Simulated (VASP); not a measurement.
Crystal: WS2.

```
W S
1.0
     5.82332    0.00000    0.00000
     0.00000    5.82332    0.00000
     0.00000    0.00000    3.17934
W S
2 4
Direct
  0.50000 0.50000 0.50000
  0.00000 0.00000 0.00000
  0.71477 0.71477 0.00000
  0.78523 0.21477 0.50000
  0.28523 0.28523 0.00000
  0.21477 0.78523 0.50000
```

| Property | Result |
| --- | --- |
| Program | VASP 6.6.1 |
| Task | relaxation of cell and atoms |
| Functional | r2SCAN |
| Dispersion | rVV10 |
| Potentials or basis | VASP PAW PBE potentials, release 64 (W_sv, S) |
| Cutoff | 600 eV |
| k mesh | 4 × 4 × 8 |
| Occupations | fermi-dirac, width 0.03 eV |
| Spin | no spin polarisation |

At the start: pressure 2.4 GPa; volume 17.97 Å³/atom.

Question: Where does the relaxation end?

Answer: Over 7 steps the energy falls by 3.9 meV/atom and the volume is 18.28 Å³/atom (+1.7 %); space group P4_2/mnm (No. 136, to 0.1 Å) before and after.

Step by step:
| step | energy change (eV) | largest force (eV/Å) | pressure (GPa) | volume (Å³) |
| --- | --- | --- | --- | --- |
| 1 | 0.0000 | 0.1004 | 2.40 | 107.81 |
| 2 | 0.0113 | 0.2525 | -3.72 | 112.07 |
| 3 | -0.0156 | 0.1683 | -0.39 | 109.63 |
| 4 | -0.0224 | 0.0721 | -0.12 | 109.63 |
| 5 | -0.0235 | 0.0131 | 0.02 | 109.63 |
| 6 | -0.0235 | 0.0165 | 0.01 | 109.63 |
| 7 | -0.0235 | 0.0077 | -0.01 | 109.65 |

Final structure:
```
W S
1.0
     5.82459    0.00000    0.00000
     0.00000    5.82459    0.00000
     0.00000    0.00000    3.23217
W S
2 4
Direct
  0.50000 0.50000 0.50000
  0.00000 0.00000 0.00000
  0.71291 0.71291 0.00000
  0.78709 0.21291 0.50000
  0.28709 0.28709 0.00000
  0.21291 0.78709 0.50000
```

Caveat: the PAW data sets were made with another functional, which shifts forces and pressure a little.
